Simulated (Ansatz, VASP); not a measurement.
HfW in VASP and in Ansatz

```
Hf W
1.0
     2.82418    0.00000    0.00000
     0.00000    2.82418    0.00000
     0.00000    0.00000    4.70958
Hf W
1 1
Cartesian
  1.4121 1.4121 2.3548
  0.0000 0.0000 0.0000
```

Alike in both runs: functional PBE; k mesh 20 × 20 × 12; occupations gaussian, width 0.1 eV; no spin polarisation.

Ansatz relaxed the structure, and its values are those at the end. VASP's run is a single point on that final structure, the one shown.

|  | VASP | Ansatz |
| --- | --- | --- |
| version | VASP 6.6.1 | Ansatz 0.2.0 |
| potentials or method | VASP PAW PBE potentials, release 64 (Hf_pv, W_sv), cutoff 520 eV | scalar-relativistic, plane waves, PAW |
| valence electrons in the cell | 24 | 40 |

|  | VASP | Ansatz | Ansatz less VASP |
| --- | --- | --- | --- |
| gap on the k mesh at the Fermi level (eV) | none | none | - |
| pressure (GPa) | -0.4 | 0.0 | +0.35 |

A gap of «none» marks a metal or a gap that the smearing closes. The functional is the same, so the differences come from potentials, cutoffs and numerics. VASP's potentials hold 24 valence electrons a cell and Ansatz's 40, so a difference there can come from the potentials and not from the codes.

Spin-orbit coupling is off throughout.
